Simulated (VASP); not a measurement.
# BaO (Fm-3m) in VASP: a series of runs

Aim: see how the results for BaO move with the level of theory and the settings. Levels: PBE-based screened hybrid with 10 % exact exchange, PBE-based screened hybrid with 75 % exact exchange, HSE06. Tasks: single point.

All numbers are computed with VASP 6.6.1; they aren't measurements. Logs are shortened: lines on timing, memory, paths and dates and some standing lists are left out, and cuts for length are marked.

## 1. The cell of the first run

It takes space group Fm-3m (No. 225, cubic). The conventional cell has a = 5.544 Å, b = 5.544 Å, c = 5.544 Å, α = 90.00°, β = 90.00°, γ = 90.00°. Ba (site symmetry m-3m) has 6 O at 2.77 Å within 3.7 Å. O (site symmetry m-3m) has 6 Ba at 2.77 Å within 3.7 Å.

## 2. Single point, PBE-based screened hybrid with 10 % exact exchange

POSCAR reads:

```
BaO
1.0
    0.0000000000      2.7718674917      2.7718674917
    2.7718674917      0.0000000000      2.7718674917
    2.7718674917      2.7718674917      0.0000000000
Ba O
1 1
Direct
    0.0000000000      0.0000000000      0.0000000000
    0.5000000000      0.5000000000      0.5000000000
```

INCAR.step1 reads:

```
SYSTEM = BaO
PREC = Accurate ; ENCUT = 520
EDIFF = 1E-5 ; ISMEAR = 0
SIGMA = 0.01 ; LREAL = .False.
LASPH = .True. ; NELM = 120
ALGO = Normal ; ISIF = 2
LWAVE = .True. ; GGA = PE
NBANDS = 15 ; GGA_COMPAT = .False.
```

INCAR.step2 reads:

```
SYSTEM = BaO
PREC = Accurate ; ENCUT = 520
EDIFF = 1E-6 ; ISMEAR = 0
SIGMA = 0.01 ; LREAL = .False.
LASPH = .True. ; NELM = 120
ALGO = Normal ; ISIF = 2
LWAVE = .False. ; LCHARG = .True.
GGA = PE ; LHFCALC = .True.
AEXX = 0.1 ; HFSCREEN = 0.1
PRECFOCK = Normal ; LELF = .True.
LVHAR = .True. ; ISTART = 1
NBANDS = 15 ; GGA_COMPAT = .False.
```

KPOINTS reads:

```
regular mesh
0
Gamma
  4 4 4
  0 0 0
```

Potentials or basis: VASP PAW PBE potentials, release 64 (Ba_sv, O).

Launch:

```
> cat potpaw_PBE.64/Ba_sv/POTCAR potpaw_PBE.64/O/POTCAR > POTCAR
> cp INCAR.step1 INCAR
> mpirun -np 1 vasp_std > vasp.out
> cp INCAR.step2 INCAR
> mpirun -np 1 vasp_std > vasp.out
```

OUTCAR:

```text
SYSTEM = BaO
   PREC = Accurate
   ENCUT = 520
   EDIFF = 1E-6
   ISMEAR = 0
   LREAL = .False.
   LASPH = .True.
   NELM = 120
   ISIF = 2
   GGA = PE
   LHFCALC = .True.
   AEXX = 0.1
   HFSCREEN = 0.1
   PRECFOCK = Normal
   ISTART = 1

 ion  position               nearest neighbor table
   1  0.000  0.000  0.000-   2 2.77   2 2.77   2 2.77   2 2.77   2 2.77   2 2.77
   2  0.500  0.500  0.500-   1 2.77   1 2.77   1 2.77   1 2.77   1 2.77   1 2.77

  LATTYP: Found a face centered cubic cell.
 ALAT       =     5.5437349834

  Lattice vectors:

 A1 = (   0.0000000000,   2.7718674917,   2.7718674917)
 A2 = (   2.7718674917,   0.0000000000,   2.7718674917)
 A3 = (   2.7718674917,   2.7718674917,   0.0000000000)

Analysis of symmetry for initial positions (statically):
=====================================================================
 Subroutine PRICEL returns:
 Original cell was already a primitive cell.

 Routine SETGRP: Setting up the symmetry group for a
 face centered cubic supercell.

 Subroutine GETGRP returns: Found 48 space group operations
 (whereof 48 operations were pure point group operations)
 out of a pool of 48 trial point group operations.

The static configuration has the point symmetry O_h .

Analysis of symmetry for dynamics (positions and initial velocities):
=====================================================================
 Subroutine PRICEL returns:
 Original cell was already a primitive cell.

 Routine SETGRP: Setting up the symmetry group for a
 face centered cubic supercell.

 Subroutine GETGRP returns: Found 48 space group operations
 (whereof 48 operations were pure point group operations)
 out of a pool of 48 trial point group operations.

The dynamic configuration has the point symmetry O_h .

 Subroutine INISYM returns: Found 48 space group operations
 (whereof 48 operations are pure point group operations),
 and found     1 'primitive' translations

----------------------------------------------------------------------------------------

                                     Primitive cell

  volume of cell :      42.5939

  direct lattice vectors                    reciprocal lattice vectors
     0.000000000  2.771867492  2.771867492    -0.180383803  0.180383803  0.180383803
     2.771867492  0.000000000  2.771867492     0.180383803 -0.180383803  0.180383803
     2.771867492  2.771867492  0.000000000     0.180383803  0.180383803 -0.180383803

  length of vectors
     3.920012600  3.920012600  3.920012600     0.312433912  0.312433912  0.312433912

  position of ions in fractional coordinates (direct lattice)
     0.000000000  0.000000000  0.000000000
     0.500000000  0.500000000  0.500000000

  ion indices of the primitive-cell ions
   primitive index   ion index
                 1           1
                 2           2

----------------------------------------------------------------------------------------

 KPOINTS: regular mesh

Automatic generation of k-mesh.
 Grid dimensions read from file:
 generate k-points for:    4    4    4

 Generating k-lattice:

  Cartesian coordinates                     Fractional coordinates (reciprocal lattice)
    -0.045095951  0.045095951  0.045095951     0.250000000  0.000000000  0.000000000
     0.045095951 -0.045095951  0.045095951     0.000000000  0.250000000  0.000000000
     0.045095951  0.045095951 -0.045095951     0.000000000  0.000000000  0.250000000

  Length of vectors
     0.078108478  0.078108478  0.078108478

  Shift w.r.t. Gamma in fractional coordinates (k-lattice)
     0.000000000  0.000000000  0.000000000

 Subroutine IBZKPT returns following result:
 ===========================================

 Found      8 irreducible k-points:

 Following reciprocal coordinates:
            Coordinates               Weight
  0.000000  0.000000  0.000000      1.000000
  0.250000  0.000000  0.000000      8.000000
  0.500000  0.000000  0.000000      4.000000
  0.250000  0.250000  0.000000      6.000000
  0.500000  0.250000  0.000000     24.000000
 -0.250000  0.250000  0.000000     12.000000
  0.500000  0.500000  0.000000      3.000000
 -0.250000  0.500000  0.250000      6.000000
   k-points           NKPTS =      8   k-points in BZ     NKDIM =     64   number of bands    NBANDS=     15
   number of dos      NEDOS =    301   number of ions     NIONS =      2
   total plane-waves  NPLWV =  27000
   dimension x,y,z NGX =    30 NGY =   30 NGZ =   30
   dimension x,y,z NGXF=    60 NGYF=   60 NGZF=   60
   ions per type =               1   1
   NGX,Y,Z   is equivalent  to a cutoff of  12.72, 12.72, 12.72 a.u.
   NGXF,Y,Z  is equivalent  to a cutoff of  25.45, 25.45, 25.45 a.u.
 SYSTEM =  BaO
   PREC   = accura    normal or accurate (medium, high low for compatibility)
   ISTART =      1    job   : 0-new  1-cont  2-samecut
   ICHARG =      0    charge: 1-file 2-atom 10-const
   ISPIN  =      1    spin polarized calculation?
   LNONCOLLINEAR =      F non collinear calculations
   LSORBIT =      F    spin-orbit coupling
   LASPH  =      T    aspherical Exc in radial PAW
   ENCUT  =  520.0 eV  38.22 Ry    6.18 a.u.   7.29  7.29  7.29*2*pi/ulx,y,z
   NELM   =    120;   NELMIN=  2; NELMDL=  0     # of ELM steps
   EDIFF  = 0.1E-05   stopping-criterion for ELM
   LREAL  =      F    real-space projection
   EDIFFG = 0.1E-04   stopping-criterion for IOM
   NSW    =      0    number of steps for IOM
   IBRION =     -1    ionic relax: 0-MD 1-quasi-New 2-CG
   NFREE  =      0    steps in history (QN), initial steepest desc. (CG)
   ISIF   =      2    stress and relaxation
   ISYM   =      3    0-nonsym 1-usesym 2-fastsym
   POTIM  = 0.5000    time-step for ionic-motion
   TEBEG  =    0.0;   TEEND  =   0.0 temperature during run
   PSTRESS=    0.0 pullay stress
   NELECT =      16.0000    total number of electrons
   NUPDOWN=      -1.0000    fix difference up-down
   EMIN   =  10.00;   EMAX   =-10.00  energy-range for DOS
   EFERMI =   0.00;   METHOD = LEGACY
   ISMEAR =     0;   SIGMA  =   0.01  broadening in eV -4-tet -1-fermi 0-gaus
   EFERMI_NEDOS =   21; number of points for ismear=-14 and -15
   IALGO  =     38    algorithm
   IMIX   =      1    mixing-type and parameters
     AMIX     =   0.40;   BMIX     =  1.00
     AMIX_MAG =   1.60;   BMIX_MAG =  1.00
  volume/ion in A,a.u.               =      21.30       143.72
  Fermi-wavevector in a.u.,A,eV,Ry     =   1.181224  2.232190 18.984084  1.395291
  Thomas-Fermi vector in A             =   2.317502
   LORBIT       =      0    0 simple, 1 ext, 2 COOP (PROOUT), +10 PAW based schemes
   GGA     = PE    functional components
   LHFCALC =     T    Hartree Fock is set to
   PRECFOCK=normal    Normal, Fast or Accurate (Low or Medium for compatibility)
   ENCUT4O =  -1.0   cutoff for four orbital integrals eV
   NKREDX  =     1    reduce k-point grid by
   NKREDY  =     1    reduce k-point grid by
   NKREDZ  =     1    reduce k-point grid by
   AEXX    =    0.1000 exact exchange contribution
   HFSCREEN=    0.1000 screening length (either q_TF or 0.3 A-1)
   HFSCREENC=   0.1000 screening length for correlation (either q_TF or 0.3 A-1)
   ENCUTFOCK=  -1.0 apply spherical cutoff to Coloumb kernel
   IVDW    =     0    specifies the selected vdW correction
   LEPSILON=     F    determine dielectric tensor
   LRPA    =     F    only Hartree local field effects (RPA)
 non-spin polarized calculation
 Gauss-broadening in eV      SIGMA  =   0.01
  energy-cutoff  :      520.00
  volume of cell :       42.59
 maximum number of plane-waves:      1162
 NGX is ok and might be reduce to    30
  NGX = 24; NGY = 24; NGZ = 24

 number of electron      15.9999999 magnetization

 Free energy of the ion-electron system (eV)
  ---------------------------------------------------
  ext. energy  EPLUGINS =         0.00000000
  ---------------------------------------------------
  free energy    TOTEN  =       -12.72908837 eV

  energy without entropy =      -12.72908837  energy(sigma->0) =      -12.72908837

 E-fermi :   1.4684     XC(G=0):  -8.8647

 val. band max:        1.4132739472   @ k =   0.5000   0.5000   0.0000
 cond. band min:       4.0338950777   @ k =   0.5000   0.5000   0.0000
 fundamental gap:      2.6206211305
 Fermi energy:         1.4684283649

 k-point     1 :       0.0000    0.0000    0.0000
  band No.  band energies     occupation
      1     -25.1265      2.00000
      2     -14.2069      2.00000
      3      -9.1960      2.00000
      4      -9.1960      2.00000
      5      -9.1960      2.00000
      6       1.0600      2.00000
      7       1.0600      2.00000
      8       1.0600      2.00000
      9       5.6014      0.00000
     10       6.8024      0.00000
     11       6.8024      0.00000
     12       6.8024      0.00000
     13       9.0911      0.00000
     14       9.0911      0.00000
     15      12.0808      0.00000

 k-point     2 :       0.2500    0.0000    0.0000
  band No.  band energies     occupation
      1     -24.9963      2.00000
      2     -14.5618      2.00000
      3      -9.3248      2.00000
      4      -9.2562      2.00000
      5      -9.2562      2.00000
      6       0.0884      2.00000
      7       0.4202      2.00000
      8       0.4202      2.00000
      9       6.5670      0.00000
     10       7.8689      0.00000
     11       7.8982      0.00000
     12       7.8982      0.00000
     13      10.5202      0.00000
     14      10.5202      0.00000
     15      15.1497      0.00000
[... 77 lines left out ...]
      3     -10.7146      2.00000
      4      -9.7938      2.00000
      5      -9.7938      2.00000
      6       1.2517      2.00000
      7       1.2517      2.00000
      8       1.4133      2.00000
      9       4.0339      0.00000
     10       8.1073      0.00000
     11      11.0756      0.00000
     12      11.5577      0.00000
     13      11.9505      0.00000
     14      11.9505      0.00000
     15      15.5171      0.00000

 k-point     8 :      -0.2500    0.5000    0.2500
  band No.  band energies     occupation
      1     -24.7841      2.00000
      2     -14.5766      2.00000
      3     -10.2830      2.00000
      4     -10.2830      2.00000
      5      -9.2732      2.00000
      6       0.0450      2.00000
      7       1.2073      2.00000
      8       1.2073      2.00000
      9       6.7159      0.00000
     10       6.7159      0.00000
     11       8.9912      0.00000
     12      11.9726      0.00000
     13      12.0185      0.00000
     14      14.0381      0.00000
     15      15.5025      0.00000

------------------------ aborting loop because EDIFF is reached ----------------------------------------

  FORCE on cell =-STRESS in cart. coord.  units (eV):
  Direction    XX          YY          ZZ          XY          YZ          ZX
  --------------------------------------------------------------------------------------
  -------------------------------------------------------------------------------------
  Total        0.5537617      0.5537617      0.5537617      0.0000000      0.0000000      0.0000000
  in kB       20.8298480     20.8298480     20.8298480      0.0000000      0.0000000      0.0000000
  external PRESSURE =      20.8298480 kB  Pullay stress =       0.0000000 kB

 VOLUME and BASIS-vectors are now :
 -----------------------------------------------------------------------------
  energy-cutoff  :      520.00
  volume of cell :       42.59
      direct lattice vectors                 reciprocal lattice vectors
     0.000000000  2.771867492  2.771867492    -0.180383803  0.180383803  0.180383803
     2.771867492  0.000000000  2.771867492     0.180383803 -0.180383803  0.180383803
     2.771867492  2.771867492  0.000000000     0.180383803  0.180383803 -0.180383803

 POSITION                                       TOTAL-FORCE (eV/Angst)
 -----------------------------------------------------------------------------------
      0.00000      0.00000      0.00000         0.000000      0.000000     -0.000000
      2.77187      2.77187      2.77187         0.000000     -0.000000      0.000000
 -----------------------------------------------------------------------------------
    total drift:                               -0.000000      0.000000      0.000000

  FREE ENERGIE OF THE ION-ELECTRON SYSTEM (eV)
  ---------------------------------------------------
  free  energy   TOTEN  =       -12.7290883691 eV

  energy  without entropy=      -12.7290883691  energy(sigma->0) =      -12.72908837
```

Wall time 7.9 min (1 thread of Intel Xeon Platinum 8375C at 2.90GHz (Ice Lake), shared host); peak memory 0.27 GiB.

What came out:

- Free energy: -12.7291 eV
- Pressure: 2.1 GPa
- Band gap on the k mesh: 2.62 eV

Levels at points of the mesh, in eV from the valence-band top:
```csv
k point,band 5,band 6,band 7,band 8,band 9,band 10,band 11,band 12
"(0.00, 0.00, 0.00)",-10.61,-0.35,-0.35,-0.35,4.19,5.39,5.39,5.39
"(0.50, 0.00, 0.00)",-10.73,-2.04,-1.52,-1.52,5.64,7.93,7.93,8.86
"(0.50, 0.50, 0.00)",-11.21,-0.16,-0.16,0.00,2.62,6.69,9.66,10.14
```

Caveat: the k points lie up to 0.49 Å⁻¹ apart; the PAW data sets were made with another functional, which shifts forces and pressure a little; spin-orbit coupling is left out, which moves the levels of the heavy elements.

(Continued in part 2 of 3.)
